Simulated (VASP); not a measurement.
Set up this calculation in VASP 6.6.1, as the native input.

- Task: relaxation of cell and atoms
- Functional: PBE
- Potentials or basis: VASP PAW PBE potentials, release 64 (Co, Si)
- Cutoff: 600 eV
- k mesh: 14 × 14 × 14
- Occupations: fermi-dirac, width 0.08 eV
- Spin: no spin polarisation
- Target pressure: 68 GPa
- Dipole correction: no
- Further INCAR settings: ALGO = Normal; EDIFF = 1e-06; IBRION = 2; EDIFFG = -0.005; NSW = 32; ISIF = 3

The structure of CoSi (zincblende type) lies in POSCAR:

```
CoSi
1.0
    0.0000000000      2.2842375166      2.2842375166
    2.2842375166      0.0000000000      2.2842375166
    2.2842375166      2.2842375166      0.0000000000
Co Si
1 1
Direct
    0.0000000000      0.0000000000      0.0000000000
    0.2500000000      0.2500000000      0.2500000000
```

One way to write it, as run:

INCAR

```
SYSTEM = CoSi
PREC = Accurate
ENCUT = 600
EDIFF = 1E-6
ISMEAR = -1
SIGMA = 0.08
LREAL = .False.
LASPH = .True.
NELM = 80
ALGO = Normal
ISIF = 3
LWAVE = .False.
LCHARG = .False.
GGA = PE
IBRION = 2
NSW = 32
EDIFFG = -0.005
PSTRESS = 680.0
```

KPOINTS

```
Automatic mesh
0
Gamma
  14 14 14
  0 0 0
```

Potentials or basis: VASP PAW PBE potentials, release 64 (Co, Si).

Run with:

```console
$ cat potpaw_PBE.64/Co/POTCAR potpaw_PBE.64/Si/POTCAR > POTCAR
$ mpirun -np 1 vasp_std > vasp.out
```

Results of the run:

The relaxed volume is 11.93 Å³/atom. The relaxed cell is a = 3.232 Å, b = 3.232 Å, c = 3.232 Å, α = 60.00°, β = 60.00°, γ = 60.00°. The space group after relaxing (to 0.1 Å) is F-43m (No. 216) and the energy change on relaxing (the run minimises the enthalpy) is -6.1 meV/atom. The ionic steps are 3 and the pressure after relaxing is 68.0 GPa. The band gap on the k mesh is zero (an odd number of electrons rules out a gap without spin polarisation).

Caveat: the cell is relaxed towards a set pressure, so the run minimises the enthalpy, not the energy; the run has no spin polarisation, though such a crystal can be magnetic.

Run time: 97 s on 1 thread of Intel(R) Xeon(R) Platinum 8175M CPU @ 2.50GHz (Skylake/Cascade Lake), with other jobs on the host, peak memory 0.19 GiB.
